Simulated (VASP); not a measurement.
# Al2O3 (P-3m1) in VASP: single point with r2SCAN

Aim: the single point of Al2O3 with r2SCAN.

Program: VASP 6.6.1. These are calculated values, not measurements. Logs are shortened: lines on timing, memory, paths and dates and some standing lists are left out, and cuts for length are marked.

## (1) The cell of the first run

Symmetry: P-3m1, No. 164, trigonal system. Conventional cell: a = 3.017 Å, b = 3.017 Å, c = 7.575 Å, α = 90.00°, β = 90.00°, γ = 120.00°. Al (site symmetry 3m) has 4 O at 1.68 to 1.84 Å within 2.2 Å. Within 2.4 Å of O (site symmetry 3m) lie 3 Al at 1.84 Å. Within 2.2 Å of O (site symmetry -3m) lie 2 Al at 1.68 Å.

## (2) Single point, r2SCAN

The input, POSCAR:

```
Al2O3
1.0
    3.0174825440      0.0000000000      0.0000000000
   -1.5087412720      2.6132165386      0.0000000000
    0.0000000000      0.0000000000      7.5746360022
Al O
2 3
Direct
    0.0000000000      0.0000000000      0.2779510000
    0.0000000000      0.0000000000      0.7220490000
    0.3333333333      0.6666666667      0.1994540000
    0.6666666667      0.3333333333      0.8005460000
    0.0000000000      0.0000000000      0.5000000000
```

The input, INCAR.step1:

```
SYSTEM = Al2O3
PREC     = Accurate       ! precision mode
ENCUT    = 520            ! plane-wave cutoff, eV
ISMEAR   = 0              ! smearing method
SIGMA    = 0.05           ! smearing width, eV
LREAL    = .FALSE.        ! projectors in reciprocal space
LASPH    = .TRUE.         ! aspherical terms in the spheres
NELM     = 80             ! most SCF steps
NBANDS   = 20             ! bands
GGA      = PE             ! functional
ALGO     = Normal         ! electronic algorithm
EDIFF    = 1E-4           ! SCF threshold, eV
LWAVE    = .TRUE.         ! write WAVECAR
LCHARG   = .FALSE.        ! write CHGCAR
```

The input, INCAR.step2:

```
SYSTEM = Al2O3
PREC     = Accurate       ! precision mode
ENCUT    = 520            ! plane-wave cutoff, eV
EDIFF    = 1E-6           ! SCF threshold, eV
ISMEAR   = 0              ! smearing method
SIGMA    = 0.05           ! smearing width, eV
LREAL    = .FALSE.        ! projectors in reciprocal space
LASPH    = .TRUE.         ! aspherical terms in the spheres
NELM     = 80             ! most SCF steps
ALGO     = Normal         ! electronic algorithm
ISIF     = 2              ! what is computed and relaxed
LWAVE    = .FALSE.        ! write WAVECAR
LCHARG   = .TRUE.         ! write CHGCAR
METAGGA  = R2SCAN         ! meta-GGA
LMIXTAU  = .TRUE.       
LELF     = .TRUE.         ! ELF
LVHAR    = .TRUE.       
NBANDS   = 20             ! bands
ISTART   = 1
```

The input, KPOINTS:

```
regular mesh
0
G
  12 12 4
  0 0 0
```

Potentials or basis: VASP PAW PBE potentials, release 64 (Al, O).

Run with:

```
$ cat potpaw_PBE.64/Al/POTCAR potpaw_PBE.64/O/POTCAR > POTCAR
$ cp INCAR.step1 INCAR
$ mpirun -np 1 vasp_std > vasp.out
$ cp INCAR.step2 INCAR
$ mpirun -np 1 vasp_std > vasp.out
```

OUTCAR:

```text
SYSTEM = Al2O3
   PREC = Accurate
   ENCUT = 520
   EDIFF = 1E-6
   ISMEAR = 0
   LREAL = .FALSE.
   LASPH = .TRUE.
   NELM = 80
   ISIF = 2
   METAGGA = R2SCAN
   ISTART = 1

 ion  position               nearest neighbor table
   1  0.000  0.000  0.278-   5 1.68   3 1.84   3 1.84   3 1.84   2 3.36
   2  0.000  0.000  0.722-   5 1.68   4 1.84   4 1.84   4 1.84   1 3.36
   3  0.333  0.667  0.199-   1 1.84   1 1.84   1 1.84
   4  0.667  0.333  0.801-   2 1.84   2 1.84   2 1.84
   5  0.000  0.000  0.500-   1 1.68   2 1.68

  LATTYP: Found a hexagonal cell.
 ALAT       =     3.0174825440
 C/A-ratio  =     2.5102501478

  Lattice vectors:

 A1 = (   3.0174825440,   0.0000000000,   0.0000000000)
 A2 = (  -1.5087412720,   2.6132165386,   0.0000000000)
 A3 = (   0.0000000000,   0.0000000000,   7.5746360022)

Analysis of symmetry for initial positions (statically):
=====================================================================
 Subroutine PRICEL returns:
 Original cell was already a primitive cell.

 Routine SETGRP: Setting up the symmetry group for a
 hexagonal supercell.

 Subroutine GETGRP returns: Found 12 space group operations
 (whereof 12 operations were pure point group operations)
 out of a pool of 24 trial point group operations.

The static configuration has the point symmetry D_3d.

Analysis of symmetry for dynamics (positions and initial velocities):
=====================================================================
 Subroutine PRICEL returns:
 Original cell was already a primitive cell.

 Routine SETGRP: Setting up the symmetry group for a
 hexagonal supercell.

 Subroutine GETGRP returns: Found 12 space group operations
 (whereof 12 operations were pure point group operations)
 out of a pool of 24 trial point group operations.

The dynamic configuration has the point symmetry D_3d.

 Subroutine INISYM returns: Found 12 space group operations
 (whereof 12 operations are pure point group operations),
 and found     1 'primitive' translations

----------------------------------------------------------------------------------------

                                     Primitive cell

  volume of cell :      59.7285

[... 86 lines left out ...]
   ISTART =      1    job   : 0-new  1-cont  2-samecut
   ICHARG =      0    charge: 1-file 2-atom 10-const
   ISPIN  =      1    spin polarized calculation?
   LNONCOLLINEAR =      F non collinear calculations
   LSORBIT =      F    spin-orbit coupling
   LASPH  =      T    aspherical Exc in radial PAW
   ENCUT  =  520.0 eV  38.22 Ry    6.18 a.u.   5.61  5.61 14.08*2*pi/ulx,y,z
   NELM   =     80;   NELMIN=  2; NELMDL=  0     # of ELM steps
   EDIFF  = 0.1E-05   stopping-criterion for ELM
   LREAL  =      F    real-space projection
   EDIFFG = 0.1E-04   stopping-criterion for IOM
   NSW    =      0    number of steps for IOM
   IBRION =     -1    ionic relax: 0-MD 1-quasi-New 2-CG
   NFREE  =      0    steps in history (QN), initial steepest desc. (CG)
   ISIF   =      2    stress and relaxation
   ISYM   =      2    0-nonsym 1-usesym 2-fastsym
   POTIM  = 0.5000    time-step for ionic-motion
   TEBEG  =    0.0;   TEEND  =   0.0 temperature during run
   PSTRESS=    0.0 pullay stress
   NELECT =      24.0000    total number of electrons
   NUPDOWN=      -1.0000    fix difference up-down
   EMIN   =  10.00;   EMAX   =-10.00  energy-range for DOS
   EFERMI =   0.00;   METHOD = LEGACY
   ISMEAR =     0;   SIGMA  =   0.05  broadening in eV -4-tet -1-fermi 0-gaus
   EFERMI_NEDOS =   21; number of points for ismear=-14 and -15
   IALGO  =     38    algorithm
   IMIX   =      4    mixing-type and parameters
     AMIX     =   0.40;   BMIX     =  1.00
     AMIX_MAG =   1.60;   BMIX_MAG =  1.00
  volume/ion in A,a.u.               =      11.95        80.61
  Fermi-wavevector in a.u.,A,eV,Ry     =   1.208049  2.282882 19.856107  1.459383
  Thomas-Fermi vector in A             =   2.343669
   LORBIT       =      0    0 simple, 1 ext, 2 COOP (PROOUT), +10 PAW based schemes
   METAGGA = R2SCAN    functional components
   LHFCALC =     F    Hartree Fock is set to
   AEXX    =    0.0000 exact exchange contribution
   IVDW    =     0    specifies the selected vdW correction
   LEPSILON=     F    determine dielectric tensor
   LRPA    =     F    only Hartree local field effects (RPA)
 non-spin polarized calculation
 Gauss-broadening in eV      SIGMA  =   0.05
  energy-cutoff  :      520.00
  volume of cell :       59.73
 maximum number of plane-waves:      1632
 NGX is ok and might be reduce to    24
   NGX = 11   NGY = 11   NGZ = 29

 number of electron      24.0000012 magnetization

 Free energy of the ion-electron system (eV)
  ---------------------------------------------------
  ext. energy  EPLUGINS =         0.00000000
  ---------------------------------------------------
  free energy    TOTEN  =       -46.61452572 eV

  energy without entropy =      -46.61452572  energy(sigma->0) =      -46.61452572

 E-fermi :   3.7425     XC(G=0): -10.1549

 val. band max:        3.4835683816   @ k =   0.0000   0.0000   0.0000
 cond. band min:       6.4378000763   @ k =   0.0000   0.0000   0.0000
 fundamental gap:      2.9542316947
 Fermi energy:         3.7425182155

 k-point     1 :       0.0000    0.0000    0.0000
  band No.  band energies     occupation
      1     -17.1769      2.00000
      2     -16.9947      2.00000
      3     -14.3712      2.00000
      4      -2.4269      2.00000
      5      -1.1160      2.00000
      6      -0.3652      2.00000
[... 541 lines left out ...]
     19      17.1087      0.00000
     20      17.1368      0.00000

 [... further k-points ...]
[... 5 lines left out ...]
  --------------------------------------------------------------------------------------
  -------------------------------------------------------------------------------------
  Total       -2.0349354     -2.0349354     -2.1759775      0.0000000     -0.0000000      0.0000000
  in kB      -54.5857484    -54.5857484    -58.3691072      0.0000000     -0.0000000      0.0000000
  external PRESSURE =     -55.8468680 kB  Pullay stress =       0.0000000 kB

 VOLUME and BASIS-vectors are now :
 -----------------------------------------------------------------------------
  energy-cutoff  :      520.00
  volume of cell :       59.73
      direct lattice vectors                 reciprocal lattice vectors
     3.017482544  0.000000000  0.000000000     0.331402083  0.191335082  0.000000000
    -1.508741272  2.613216539  0.000000000     0.000000000  0.382670163  0.000000000
     0.000000000  0.000000000  7.574636002     0.000000000  0.000000000  0.132019545

 POSITION                                       TOTAL-FORCE (eV/Angst)
 -----------------------------------------------------------------------------------
      0.00000      0.00000      2.10538         0.000000     -0.000000      0.105088
      0.00000      0.00000      5.46926        -0.000000      0.000000     -0.105088
     -0.00000      1.74214      1.51079         0.000000     -0.000000      0.413673
      1.50874      0.87107      6.06384         0.000000      0.000000     -0.413673
      0.00000      0.00000      3.78732         0.000000      0.000000      0.000000
 -----------------------------------------------------------------------------------
    total drift:                                0.000000      0.000000     -0.000000

  FREE ENERGIE OF THE ION-ELECTRON SYSTEM (eV)
  ---------------------------------------------------
  free  energy   TOTEN  =       -46.6145257240 eV

  energy  without entropy=      -46.6145257240  energy(sigma->0) =      -46.61452572
```

OUTCAR.step1:

```text
SYSTEM = Al2O3
   PREC = Accurate
   ENCUT = 520
   ISMEAR = 0
   LREAL = .FALSE.
   LASPH = .TRUE.
[... 786 lines left out ...]
     -0.00000      1.74214      1.51079         0.000000     -0.000000      0.095024
      1.50874      0.87107      6.06384        -0.000000      0.000000     -0.095024
      0.00000      0.00000      3.78732         0.000000     -0.000000      0.000000
 -----------------------------------------------------------------------------------
    total drift:                                0.000000      0.000000     -0.000000

  FREE ENERGIE OF THE ION-ELECTRON SYSTEM (eV)
  ---------------------------------------------------
  free  energy   TOTEN  =       -36.1919664346 eV

  energy  without entropy=      -36.1919664346  energy(sigma->0) =      -36.19196643
```

Wall time 3.2 min (1 thread of Intel Xeon 6975P-C, shared host); peak memory 0.21 GiB.

What came out:

```
Free energy            : -46.6145 eV
Pressure               : -5.6 GPa
Largest force          : 0.414 eV/Å
Band gap on the k mesh : 2.95 eV, direct
```

Forces on the atoms (eV/Å):
```
Al   0.000  0.000  0.105
Al   0.000  0.000 -0.105
O    0.000  0.000  0.414
O    0.000  0.000 -0.414
O    0.000  0.000  0.000
```

Stress tensor (GPa, compression positive):
```
-5.46  0.00  0.00
 0.00 -5.46  0.00
 0.00  0.00 -5.84
```

Levels at points of the mesh, in eV from the valence-band top:
```
           k point  band 8  band 9  band 10  band 11  band 12  band 13  band 14  band 15  band 16  band 17
(0.00, 0.00, 0.00)   -3.83   -3.83    -2.43     0.00     0.00     2.95     5.04     8.09    11.45    11.48
(0.50, 0.00, 0.00)   -4.41   -3.61    -3.22    -1.81    -0.50     5.29     6.98     8.99     9.82    10.52
(0.00, 0.00, 0.50)   -3.83   -3.75    -3.18     0.00     0.00     3.88     4.05     8.97     9.52    12.92
(0.50, 0.00, 0.50)   -4.43   -3.49    -3.45    -1.74    -0.49     5.78     6.30     8.97     9.44    11.34
```

Caveat: the PAW data sets were made with another functional, which shifts forces and pressure a little. r2SCAN opens gaps a little over a GGA but as a rule still falls short of measured ones.
